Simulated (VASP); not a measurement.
Input of a VASP 6.6.1 run:

The input INCAR:

```
SYSTEM = MoS2
AGGAC = 1.0 ; AGGAX = 1.0
ALDAC = 0.0 ; ALDAX = 1.0
ALGO = Normal ; EDIFF = 1E-7
ENCUT = 520 ; GGA = B5
ISIF = 2 ; ISMEAR = -1
IVDW = 12 ; LASPH = .True.
LCHARG = .True. ; LELF = .True.
LREAL = .False. ; LVHAR = .True.
LWAVE = .False. ; NBANDS = 20
NELM = 80 ; PREC = Accurate
SIGMA = 0.05 ; VDW_A1 = 0.4298
VDW_A2 = 4.2359 ; VDW_S6 = 1.0
VDW_S8 = 2.6996
```

KPOINTS

```
k-points
0
Gamma
  9 9 4
  0 0 0
```

File POSCAR:

```
MoS2
1.0
    3.1615794509      0.0000000000      0.0000000000
   -1.5807897255      2.7380081205      0.0000000000
    0.0000000000      0.0000000000      6.1836112739
Mo S
1 2
Direct
    0.0000000000      0.0000000000      0.5000000000
    0.6666666667      0.3333333333      0.7446806800
    0.3333333333      0.6666666667      0.2553193200
```

Potentials or basis: VASP PAW PBE potentials, release 64 (Mo_sv, S).

Run with:

```console
$ cat potpaw_PBE.64/Mo_sv/POTCAR potpaw_PBE.64/S/POTCAR > POTCAR
$ mpirun -np 1 vasp_std > vasp.out
```

Problem. Estimate the band gap on the k mesh.

Solution. Zero (bands 13 and 14 overlap by 1.06 eV).

Problem. Estimate the largest force.

Solution. 1.752 eV/Å.

Problem. What does it give for the dispersion energy per atom?

Solution. -0.938 eV.

Problem. Estimate the pressure.

Solution. 9.6 GPa.

Forces on the atoms (eV/Å):
```
Mo   0.000  0.000  0.000
S    0.000  0.000  1.752
S    0.000  0.000 -1.752
```

Caveat: the cell stands under pressure; the PAW data sets were made with another functional, which shifts forces and pressure a little.
